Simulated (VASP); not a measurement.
# Y (I4_1/amd) in VASP: further runs

The runs below take Y through single point, with PBE.

All numbers are computed with VASP 6.6.1; they aren't measurements. Logs are shortened: lines on timing, memory, paths and dates and some standing lists are left out, and cuts for length are marked.

**1. The cell of the first run**

Symmetry: I4_1/amd, No. 141, tetragonal system. Conventional cell: a = 5.577 Å, b = 5.577 Å, c = 3.184 Å, α = 90.00°, β = 90.00°, γ = 90.00°. Y (site symmetry -4m2) has 10 Y at 2.90 to 3.67 Å within 3.8 Å.

**2. Single point, PBE**

File INCAR:

```
PREC     = Accurate       # precision mode
ENCUT    = 520            # plane-wave cutoff, eV
EDIFF    = 1E-6           # SCF threshold, eV
ISMEAR   = -1             # smearing method
SIGMA    = 0.08           # smearing width, eV
LREAL    = F              # projectors in reciprocal space
LASPH    = T              # aspherical terms in the spheres
NELM     = 60             # most SCF steps
ALGO     = Normal         # electronic algorithm
ISIF     = 2              # what is computed and relaxed
LWAVE    = F              # write WAVECAR
LCHARG   = F              # write CHGCAR
GGA      = PE             # functional
NBANDS   = 18             # bands
```

File KPOINTS:

```
Automatic mesh
0
Gamma
  14 14 14
```

File POSCAR:

```
Y
1.0
   -2.7885843467      2.7885843467      1.5922076045
    2.7885843467     -2.7885843467      1.5922076045
    2.7885843467      2.7885843467     -1.5922076045
Y
2
Direct
   -0.3750000000     -0.1250000000     -0.2500000000
    0.3750000000      0.1250000000      0.2500000000
```

Potentials or basis: VASP PAW PBE potentials, release 64 (Y_sv).

Launch:

```
> cat potpaw_PBE.64/Y_sv/POTCAR > POTCAR
> mpirun -np 1 vasp_std > vasp.out
```

OUTCAR:

```text
PREC = Accurate
   ENCUT = 520
   EDIFF = 1E-6
   ISMEAR = -1
   LREAL = F
   LASPH = T
   NELM = 60
   ISIF = 2
   GGA = PE

 ion  position               nearest neighbor table
   1  0.625  0.875  0.750-   2 2.90   2 2.90   2 2.90   2 2.90   2 3.67   2 3.67   2 3.67   2 3.67

   2  0.375  0.125  0.250-   1 2.90   1 2.90   1 2.90   1 2.90   1 3.67   1 3.67   1 3.67   1 3.67

  LATTYP: Found a body centered tetragonal cell.
 ALAT       =     5.5771686934
 C/A-ratio  =     0.5709734426

  Lattice vectors:

 A1 = (  -2.7885843467,   2.7885843467,   1.5922076045)
 A2 = (   2.7885843467,  -2.7885843467,   1.5922076045)
 A3 = (   2.7885843467,   2.7885843467,  -1.5922076045)

Analysis of symmetry for initial positions (statically):
=====================================================================
 Subroutine PRICEL returns:
 Original cell was already a primitive cell.

 Routine SETGRP: Setting up the symmetry group for a
 body centered tetragonal supercell.

 Subroutine GETGRP returns: Found 16 space group operations
 (whereof  4 operations were pure point group operations)
 out of a pool of 16 trial point group operations.

The static configuration has the point symmetry C_2h.
 The point group associated with its full space group is D_4h.

Analysis of symmetry for dynamics (positions and initial velocities):
=====================================================================
 Subroutine PRICEL returns:
 Original cell was already a primitive cell.

 Routine SETGRP: Setting up the symmetry group for a
 body centered tetragonal supercell.

 Subroutine GETGRP returns: Found 16 space group operations
 (whereof  4 operations were pure point group operations)
 out of a pool of 16 trial point group operations.

The dynamic configuration has the point symmetry C_2h.
 The point group associated with its full space group is D_4h.

 Subroutine INISYM returns: Found 16 space group operations
 (whereof  4 operations are pure point group operations),
 and found     1 'primitive' translations

----------------------------------------------------------------------------------------

                                     Primitive cell

  volume of cell :      49.5253

  direct lattice vectors                    reciprocal lattice vectors
    -2.788584347  2.788584347  1.592207604     0.000000000  0.179302448  0.314029401
     2.788584347 -2.788584347  1.592207604     0.179302448  0.000000000  0.314029401
     2.788584347  2.788584347 -1.592207604     0.179302448  0.179302448  0.000000000

  length of vectors
     4.252943730  4.252943730  4.252943730     0.361612821  0.361612821  0.253571954

  position of ions in fractional coordinates (direct lattice)
     0.625000000  0.875000000  0.750000000
     0.375000000  0.125000000  0.250000000

  ion indices of the primitive-cell ions
   primitive index   ion index
                 1           1
                 2           2

----------------------------------------------------------------------------------------

 KPOINTS: Automatic mesh

Automatic generation of k-mesh.
 Grid dimensions read from file:
 generate k-points for:   14   14   14

 Generating k-lattice:

  Cartesian coordinates                     Fractional coordinates (reciprocal lattice)
     0.000000000  0.012807318  0.022430671     0.071428571  0.000000000  0.000000000
     0.012807318  0.000000000  0.022430671     0.000000000  0.071428571  0.000000000
     0.012807318  0.012807318  0.000000000     0.000000000  0.000000000  0.071428571

  Length of vectors
     0.025829487  0.025829487  0.018112282

  Shift w.r.t. Gamma in fractional coordinates (k-lattice)
     0.000000000  0.000000000  0.000000000

 Subroutine IBZKPT returns following result:
 ===========================================

 Found    244 irreducible k-points:

 Following reciprocal coordinates:
            Coordinates               Weight
  0.000000  0.000000  0.000000      1.000000
  0.071429  0.000000  0.000000      8.000000
  0.142857  0.000000  0.000000      8.000000
  0.214286  0.000000  0.000000      8.000000
  0.285714 -0.000000  0.000000      8.000000
  0.357143  0.000000 -0.000000      8.000000
[... 16 lines left out ...]
  0.214286  0.142857 -0.000000     16.000000
  0.285714  0.142857 -0.000000     16.000000
 [... further k-points ...]
   k-points           NKPTS =    244   k-points in BZ     NKDIM =    244   number of bands    NBANDS=     18
   number of dos      NEDOS =    301   number of ions     NIONS =      2
   total plane-waves  NPLWV =  32768
   dimension x,y,z NGX =    32 NGY =   32 NGZ =   32
   dimension x,y,z NGXF=    64 NGYF=   64 NGZF=   64
   ions per type =               2
   NGX,Y,Z   is equivalent  to a cutoff of  12.51, 12.51, 12.51 a.u.
   NGXF,Y,Z  is equivalent  to a cutoff of  25.02, 25.02, 25.02 a.u.
 SYSTEM =  unknown system
   PREC   = accura    normal or accurate (medium, high low for compatibility)
   ISTART =      0    job   : 0-new  1-cont  2-samecut
   ICHARG =      2    charge: 1-file 2-atom 10-const
   ISPIN  =      1    spin polarized calculation?
   LNONCOLLINEAR =      F non collinear calculations
   LSORBIT =      F    spin-orbit coupling
   LASPH  =      T    aspherical Exc in radial PAW
   ENCUT  =  520.0 eV  38.22 Ry    6.18 a.u.   7.91  7.91  7.91*2*pi/ulx,y,z
   NELM   =     60;   NELMIN=  2; NELMDL= -5     # of ELM steps
   EDIFF  = 0.1E-05   stopping-criterion for ELM
   LREAL  =      F    real-space projection
   EDIFFG = 0.1E-04   stopping-criterion for IOM
   NSW    =      0    number of steps for IOM
   IBRION =     -1    ionic relax: 0-MD 1-quasi-New 2-CG
   NFREE  =      0    steps in history (QN), initial steepest desc. (CG)
   ISIF   =      2    stress and relaxation
   ISYM   =      2    0-nonsym 1-usesym 2-fastsym
   POTIM  = 0.5000    time-step for ionic-motion
   TEBEG  =    0.0;   TEEND  =   0.0 temperature during run
   PSTRESS=    0.0 pullay stress
   NELECT =      22.0000    total number of electrons
   NUPDOWN=      -1.0000    fix difference up-down
   EMIN   =  10.00;   EMAX   =-10.00  energy-range for DOS
   EFERMI =   0.00;   METHOD = LEGACY
   ISMEAR =    -1;   SIGMA  =   0.08  broadening in eV -4-tet -1-fermi 0-gaus
   EFERMI_NEDOS =   21; number of points for ismear=-14 and -15
   IALGO  =     38    algorithm
   IMIX   =      4    mixing-type and parameters
     AMIX     =   0.40;   BMIX     =  1.00
     AMIX_MAG =   1.60;   BMIX_MAG =  1.00
  volume/ion in A,a.u.               =      24.76       167.11
  Fermi-wavevector in a.u.,A,eV,Ry     =   1.249127  2.360508 21.229423  1.560319
  Thomas-Fermi vector in A             =   2.383182
   LORBIT       =      0    0 simple, 1 ext, 2 COOP (PROOUT), +10 PAW based schemes
   GGA     = PE    functional components
   LHFCALC =     F    Hartree Fock is set to
   AEXX    =    0.0000 exact exchange contribution
   IVDW    =     0    specifies the selected vdW correction
   LEPSILON=     F    determine dielectric tensor
   LRPA    =     F    only Hartree local field effects (RPA)
 non-spin polarized calculation
  energy-cutoff  :      520.00
  volume of cell :       49.53
 maximum number of plane-waves:      1359
   NGX = 15   NGY = 15   NGZ = 15

 number of electron      21.9999999 magnetization

 Free energy of the ion-electron system (eV)
  ---------------------------------------------------
  ext. energy  EPLUGINS =         0.00000000
  ---------------------------------------------------
  free energy    TOTEN  =       -11.38543030 eV

  energy without entropy =      -11.32803203  energy(sigma->0) =      -11.35673116

 E-fermi :   4.4619     XC(G=0): -10.5668

 val. band max:        4.4583546416   @ k =  -0.4286   0.4286   0.2143
 cond. band min:       4.4626528382   @ k =  -0.3571   0.2143   0.0714
 fundamental gap:      0.0042981966
 Fermi energy:         4.4618640916

 k-point     1 :       0.0000    0.0000    0.0000
  band No.  band energies     occupation
      1     -38.0549      2.00000
      2     -37.5474      2.00000
      3     -18.6713      2.00000
      4     -18.6713      2.00000
      5     -17.3382      2.00000
      6     -17.3117      2.00000
[... 10 lines left out ...]
     17       8.2944      0.00000
     18      11.2181      0.00000

 k-point     2 :       0.0714    0.0000    0.0000
  band No.  band energies     occupation
      1     -38.0450      2.00000
      2     -37.5485      2.00000
      3     -18.6686      2.00000
      4     -18.6470      2.00000
      5     -17.3933      2.00000
      6     -17.3626      2.00000
[... 10 lines left out ...]
     17       9.0733      0.00000
     18      11.1778      0.00000

 k-point     3 :       0.1429    0.0000    0.0000
  band No.  band energies     occupation
      1     -38.0169      2.00000
      2     -37.5522      2.00000
      3     -18.6611      2.00000
      4     -18.5802      2.00000
      5     -17.5440      2.00000
      6     -17.4919      2.00000
[... 10 lines left out ...]
     17       9.1554      0.00000
     18      11.5976      0.00000

 k-point     4 :       0.2143    0.0000    0.0000
  band No.  band energies     occupation
      1     -37.9747      2.00000
      2     -37.5588      2.00000
      3     -18.6500      2.00000
      4     -18.4900      2.00000
      5     -17.7587      2.00000
      6     -17.6494      2.00000
[... 375 lines left out ...]
      4     -18.5458      2.00000
      5     -17.8980      2.00000
      6     -17.8545      2.00000
[... 10 lines left out ...]
     17       8.4298      0.00000
     18      11.0119      0.00000

 k-point    23 :       0.2143    0.1429   -0.0000
  band No.  band energies     occupation
      1     -37.8969      2.00000
      2     -37.5606      2.00000
      3     -18.5823      2.00000
      4     -18.4960      2.00000
      5     -18.0535      2.00000
      6     -17.9904      2.00000
[... 10 lines left out ...]
     17       9.2706      0.00000
     18      10.4576      0.00000

 k-point    24 :       0.2857    0.1429   -0.0000
  band No.  band energies     occupation
      1     -37.8536      2.00000
      2     -37.5787      2.00000
      3     -18.6194      2.00000
      4     -18.4721      2.00000
      5     -18.1756      2.00000
      6     -18.0072      2.00000
[... 10 lines left out ...]
     17       9.7506      0.00000
     18      10.6663      0.00000

 [... further k-points ...]

------------------------ aborting loop because EDIFF is reached ----------------------------------------

  FORCE on cell =-STRESS in cart. coord.  units (eV):
  Direction    XX          YY          ZZ          XY          YZ          ZX
  --------------------------------------------------------------------------------------
  -------------------------------------------------------------------------------------
  Total        4.5432242      4.5432242      4.4400445      0.0000000     -0.0000000      0.0000000
  in kB      146.9763623    146.9763623    143.6384287      0.0000000     -0.0000000      0.0000000
  external PRESSURE =     145.8637178 kB  Pullay stress =       0.0000000 kB

 VOLUME and BASIS-vectors are now :
 -----------------------------------------------------------------------------
  energy-cutoff  :      520.00
  volume of cell :       49.53
      direct lattice vectors                 reciprocal lattice vectors
    -2.788584347  2.788584347  1.592207604     0.000000000  0.179302448  0.314029401
     2.788584347 -2.788584347  1.592207604     0.179302448  0.000000000  0.314029401
     2.788584347  2.788584347 -1.592207604     0.179302448  0.179302448  0.000000000

 POSITION                                       TOTAL-FORCE (eV/Angst)
 -----------------------------------------------------------------------------------
      2.78858      1.39429      1.19416        -0.000000      0.000000     -0.000000
      0.00000      1.39429      0.39805         0.000000     -0.000000      0.000000
 -----------------------------------------------------------------------------------
    total drift:                                0.000000     -0.000000      0.000000

  FREE ENERGIE OF THE ION-ELECTRON SYSTEM (eV)
  ---------------------------------------------------
  free  energy   TOTEN  =       -11.3854302985 eV

  energy  without entropy=      -11.3280320308  energy(sigma->0) =      -11.35673116
```

It took 74 s on 1 thread of Intel Xeon 6975P-C (Granite Rapids), shared host; peak memory 0.33 GiB.

What came out:

```
Free energy            : -11.3854 eV
Pressure               : 14.6 GPa
Band gap on the k mesh : zero (bands 11 and 12 overlap by 1.94 eV)
```

Levels at points of the mesh, in eV from the Fermi level:
```
           k point  band 7  band 8  band 9  band 10  band 11  band 12  band 13  band 14  band 15  band 16
(0.00, 0.00, 0.00)  -21.66  -21.66   -4.78    -2.74    -0.37    -0.04     1.03     3.66     3.66     3.83
(0.50, 0.00, 0.00)  -22.07  -21.61   -1.96    -1.90    -0.48     0.57     1.89     2.18     2.60     4.01
(0.50, 0.50, 0.00)  -21.68  -21.68   -2.15    -2.15     0.11     0.11     1.66     1.66     3.02     3.02
(0.50, 0.50, 0.50)  -21.47  -21.47   -1.71    -1.71     1.02     1.02     1.21     1.21     3.76     3.76
```

Caveat: the cell stands under pressure.

**3. Single point, PBE (24.76 Å³/atom)**

File INCAR:

```
SYSTEM = Y
  PREC = Accurate
  ENCUT = 520
  EDIFF = 1E-7
  ISMEAR = -1
  SIGMA = 0.08
  LREAL = .False.
  LASPH = .True.
  NELM = 100
  ALGO = Normal
  ISIF = 2
  LWAVE = .False.
  LCHARG = .False.
  GGA = PE
  NBANDS = 18
```

File KPOINTS:

```
Automatic mesh
0
Gamma
  14 14 14
  0 0 0
```

POSCAR is that of step 2.

Potentials or basis: VASP PAW PBE potentials, release 64 (Y_sv).

Launch:

```
> cat potpaw_PBE.64/Y_sv/POTCAR > POTCAR
> mpirun -np 1 vasp_std > vasp.out
```

Wall time 81 s (1 thread of Intel Xeon 6975P-C (Granite Rapids), shared host); peak memory 0.31 GiB.

Results (log left out):

| Item | Value |
| --- | --- |
| Free energy | -11.3854 eV |
| Pressure | 14.6 GPa |
| Band gap on the k mesh | zero (bands 11 and 12 overlap by 1.94 eV) |

Stress tensor (GPa, compression positive):
```
14.70  0.00  0.00
 0.00 14.70  0.00
 0.00  0.00 14.36
```

Levels at points of the mesh, in eV from the Fermi level:
| k point | band 7 | band 8 | band 9 | band 10 | band 11 | band 12 | band 13 | band 14 | band 15 | band 16 |
| --- | --- | --- | --- | --- | --- | --- | --- | --- | --- | --- |
| (0.00, 0.00, 0.00) | -21.66 | -21.66 | -4.78 | -2.74 | -0.37 | -0.04 | 1.03 | 3.66 | 3.66 | 3.83 |
| (0.50, 0.00, 0.00) | -22.07 | -21.61 | -1.96 | -1.90 | -0.48 | 0.57 | 1.89 | 2.18 | 2.60 | 4.01 |
| (0.50, 0.50, 0.00) | -21.68 | -21.68 | -2.15 | -2.15 | 0.11 | 0.11 | 1.66 | 1.66 | 3.02 | 3.02 |
| (0.50, 0.50, 0.50) | -21.47 | -21.47 | -1.71 | -1.71 | 1.02 | 1.02 | 1.21 | 1.21 | 3.76 | 3.76 |

Caveat: the cell stands under pressure.

**4. Single point, PBE**

This run uses another cell than the first one, of 28.06 Å³/atom.

File INCAR:

```
SYSTEM = Y
ALGO = Normal ; EDIFF = 1E-6
ENCUT = 520 ; GGA = PE
ISIF = 2 ; ISMEAR = -1
LASPH = .TRUE. ; LCHARG = .FALSE.
LREAL = .FALSE. ; LWAVE = .FALSE.
NBANDS = 18 ; NELM = 60
PREC = Accurate ; SIGMA = 0.08
```

File KPOINTS:

```
k-points
0
G
  14 14 14
  0 0 0
```

File POSCAR:

```
Y
1.0
   -2.9254361791      2.9254361791      1.6396217490
    2.9254361791     -2.9254361791      1.6396217490
    2.9254361791      2.9254361791     -1.6396217490
Y
2
Direct
   -0.3750000000     -0.1250000000     -0.2500000000
    0.3750000000      0.1250000000      0.2500000000
```

Potentials or basis: VASP PAW PBE potentials, release 64 (Y_sv).

Launch:

```
> cat potpaw_PBE.64/Y_sv/POTCAR > POTCAR
> mpirun -np 1 vasp_std > vasp.out
```

OUTCAR:

```text
SYSTEM = Y
   EDIFF = 1E-6
   ENCUT = 520
   GGA = PE
   ISIF = 2
   ISMEAR = -1
   LASPH = .TRUE.
   LREAL = .FALSE.
   NELM = 60
   PREC = Accurate

 ion  position               nearest neighbor table
   1  0.625  0.875  0.750-   2 3.04   2 3.04   2 3.04   2 3.04   2 3.82   2 3.82   2 3.82   2 3.82

   2  0.375  0.125  0.250-   1 3.04   1 3.04   1 3.04   1 3.04   1 3.82   1 3.82   1 3.82   1 3.82

  LATTYP: Found a body centered tetragonal cell.
 ALAT       =     5.8508723582
 C/A-ratio  =     0.5604708661

  Lattice vectors:
[... 695 lines left out ...]

  FORCE on cell =-STRESS in cart. coord.  units (eV):
  Direction    XX          YY          ZZ          XY          YZ          ZX
  --------------------------------------------------------------------------------------
  -------------------------------------------------------------------------------------
  Total        2.3562203      2.3562203      2.3106743     -0.0000000     -0.0000000      0.0000000
  in kB       67.2576300     67.2576300     65.9575313     -0.0000000     -0.0000000      0.0000000
  external PRESSURE =      66.8242637 kB  Pullay stress =       0.0000000 kB

 VOLUME and BASIS-vectors are now :
 -----------------------------------------------------------------------------
  energy-cutoff  :      520.00
  volume of cell :       56.13
      direct lattice vectors                 reciprocal lattice vectors
    -2.925436179  2.925436179  1.639621749     0.000000000  0.170914684  0.304948382
     2.925436179 -2.925436179  1.639621749     0.170914684  0.000000000  0.304948382
     2.925436179  2.925436179 -1.639621749     0.170914684  0.170914684  0.000000000

 POSITION                                       TOTAL-FORCE (eV/Angst)
 -----------------------------------------------------------------------------------
      2.92544      1.46272      1.22972         0.000000      0.000000      0.000000
      0.00000      1.46272      0.40991        -0.000000     -0.000000     -0.000000
 -----------------------------------------------------------------------------------
    total drift:                               -0.000000     -0.000000      0.000000

  FREE ENERGIE OF THE ION-ELECTRON SYSTEM (eV)
  ---------------------------------------------------
  free  energy   TOTEN  =       -11.8121521519 eV

  energy  without entropy=      -11.7395438197  energy(sigma->0) =      -11.77584799
```

Wall time 2.3 min (1 thread of Intel Xeon 6975P-C (Granite Rapids), shared host); peak memory 0.38 GiB.

What came out:

* Free energy: -11.8122 eV
* Pressure: 6.7 GPa
* Band gap on the k mesh: zero (bands 11 and 12 overlap by 1.56 eV)

Caveat: the cell stands under pressure.

**5. Single point, PBE (28.06 Å³/atom)**

This run uses another cell than the first one, of 28.06 Å³/atom.

File INCAR:

```
ALGO = Normal
EDIFF = 1E-6
ENCUT = 520
GGA = PE
ISIF = 2
ISMEAR = -1
LASPH = True
LCHARG = False
LREAL = False
LWAVE = False
NBANDS = 18
NELM = 100
PREC = Accurate
SIGMA = 0.08
```

File KPOINTS:

```
k-points
0
Gamma
  14 14 14
```

POSCAR is that of step 4.

Launch:

```
> cat potpaw_PBE.64/Y_sv/POTCAR > POTCAR
> mpirun -np 1 vasp_std > vasp.out
```

It took 2 min on 1 thread of Intel Xeon 6975P-C (Granite Rapids), shared host; peak memory 0.37 GiB.

The run converged. Its results:

```yaml
Free_energy: -11.8122 eV
Pressure: 6.7 GPa
Band_gap_on_the_k_mesh: zero (bands 11 and 12 overlap by 1.56 eV)
```

Stress tensor (GPa, compression positive):
```
6.73 0.00 0.00
0.00 6.73 0.00
0.00 0.00 6.60
```

Levels at points of the mesh, in eV from the Fermi level:
```csv
k point,band 8,band 9,band 10,band 11,band 12,band 13,band 14,band 15
"(0.00, 0.00, 0.00)",-22.07,-4.73,-2.27,-0.28,-0.05,0.94,3.54,3.54
"(0.50, 0.00, 0.00)",-22.03,-1.80,-1.57,-0.43,0.48,1.38,2.06,2.20
"(0.50, 0.50, 0.00)",-22.05,-2.25,-2.25,0.15,0.15,1.41,1.41,2.65
"(0.50, 0.50, 0.50)",-21.94,-1.74,-1.74,0.73,0.73,0.89,0.89,3.41
```

Caveat: the cell stands under pressure.
